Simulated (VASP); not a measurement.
Set up this calculation in VASP 6.6.1, as the native input.

```
Task                   : single point
Functional             : PBEsol
Potentials or basis    : VASP PAW PBE potentials, release 64 (Al, Ni)
Cutoff                 : 520 eV
k mesh                 : 12 × 12 × 8
Occupations            : gaussian, width 0.1 eV
Spin                   : no spin polarisation
Dipole correction      : no
Further INCAR settings : ALGO = Fast; EDIFF = 1e-06; NBANDS = 22
```

The structure of Al3Ni2 lies in POSCAR:

```
Al3Ni2
1.0
    3.6745226675      0.0000000000      0.0000000000
   -1.8372613337      3.1822299768      0.0000000000
    0.0000000000      0.0000000000      4.4976626270
Al Ni
3 2
Direct
    0.0000000000      0.0000000000      0.0000000000
    0.3333333333      0.6666666667      0.6439524994
    0.6666666667      0.3333333333      0.3560475006
    0.3333333333      0.6666666667      0.1486068557
    0.6666666667      0.3333333333      0.8513931443
```

One way to write it, as run:

INCAR

```
ALGO = Fast
EDIFF = 1E-6
ENCUT = 520
GGA = PS
ISIF = 2
ISMEAR = 0
LASPH = T
LCHARG = F
LREAL = F
LWAVE = F
NBANDS = 22
NELM = 80
PREC = Accurate
SIGMA = 0.1
```

KPOINTS

```
k-points
0
Gamma
  12 12 8
```

Potentials or basis: VASP PAW PBE potentials, release 64 (Al, Ni).

Run with:

```sh
$ cat potpaw_PBE.64/Al/POTCAR potpaw_PBE.64/Ni/POTCAR > POTCAR
$ mpirun -np 1 vasp_std > vasp.out
```

It gave:

```json
{"Pressure": "60.1 GPa", "Largest force": "0.013 eV/Å", "Band gap on the k mesh": "zero (an odd number of electrons rules out a gap without spin polarisation)"}
```

Caveat: the cell stands under pressure; the PAW data sets were made with another functional, which shifts forces and pressure a little.

Run time: 4.3 min on 1 thread of Intel(R) Xeon(R) Platinum 8259CL CPU @ 2.50GHz (Skylake/Cascade Lake), with other jobs on the host, peak memory 0.27 GiB.
